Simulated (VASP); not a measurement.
Write the native input for VASP 6.6.1 that does the following.

* Task: relaxation of cell and atoms
* Functional: PBE
* Potentials or basis: VASP PAW PBE potentials, release 64 (Na_pv, C)
* Cutoff: 600 eV
* k mesh: 6 × 6 × 6
* Occupations: gaussian, width 0.1 eV
* Spin: no spin polarisation
* Dipole correction: no
* Further INCAR settings: ALGO = Normal; EDIFF = 1e-07; IBRION = 2; EDIFFG = -0.04; NSW = 90; ISIF = 3

The structure of Na2C3 lies in POSCAR:

```
Na2C3
1.0
    3.3724506600      1.9470853000      2.6867492300
   -3.3724506600      1.9470853000      2.6867492300
    0.0000000000     -3.8941705900      2.6867492300
Na C
2 3
Direct
    0.8187567600      0.8187567600      0.8187567600
    0.1812432400      0.1812432400      0.1812432400
    0.0000000000      0.5000000000      0.0000000000
    0.0000000000      0.0000000000      0.5000000000
    0.5000000000      0.0000000000      0.0000000000
```

These files were run (other wordings do the same):

INCAR

```
SYSTEM = Na2C3
PREC     = Accurate       ! precision mode
ENCUT    = 600            ! plane-wave cutoff, eV
EDIFF    = 1E-7           ! SCF threshold, eV
ISMEAR   = 0              ! smearing method
SIGMA    = 0.1            ! smearing width, eV
LREAL    = .False.        ! projectors in reciprocal space
LASPH    = .True.         ! aspherical terms in the spheres
NELM     = 100            ! most SCF steps
ALGO     = Normal         ! electronic algorithm
ISIF     = 3              ! what is computed and relaxed
LWAVE    = .False.        ! write WAVECAR
LCHARG   = .False.        ! write CHGCAR
GGA      = PE             ! functional
IBRION   = 2              ! ionic algorithm
NSW      = 90             ! ionic steps
EDIFFG   = -0.04          ! ionic threshold
```

KPOINTS

```
regular mesh
0
Gamma
  6 6 6
  0 0 0
```

Potentials or basis: VASP PAW PBE potentials, release 64 (Na_pv, C).

Launch:

```bash
$ cat potpaw_PBE.64/Na_pv/POTCAR potpaw_PBE.64/C/POTCAR > POTCAR
$ mpirun -np 1 vasp_std > vasp.out
```

It gave:

- Relaxed volume: 15.08 Å³/atom
- Relaxed cell: a = 4.669 Å, b = 4.669 Å, c = 4.669 Å, α = 110.45°, β = 110.45°, γ = 110.45°
- Space group after relaxing (to 0.05 Å): R-3m (No. 166)
- Energy gained by relaxing: 1123.7 meV/atom
- Ionic steps: 16
- Pressure after relaxing: 0.0 GPa
- Largest force after relaxing: 0.010 eV/Å
- Band gap on the k mesh: zero (band 13 reaches 1.54 eV, above the bottom of band 14 at 0.88 eV)

Caveat: the volume moved by over 15 % at a fixed basis, so the end points are rough.

Wall time 7.4 min on 1 thread of AMD EPYC 9R45 96-Core Processor (Zen 5), on a shared host, peak memory 0.24 GiB.
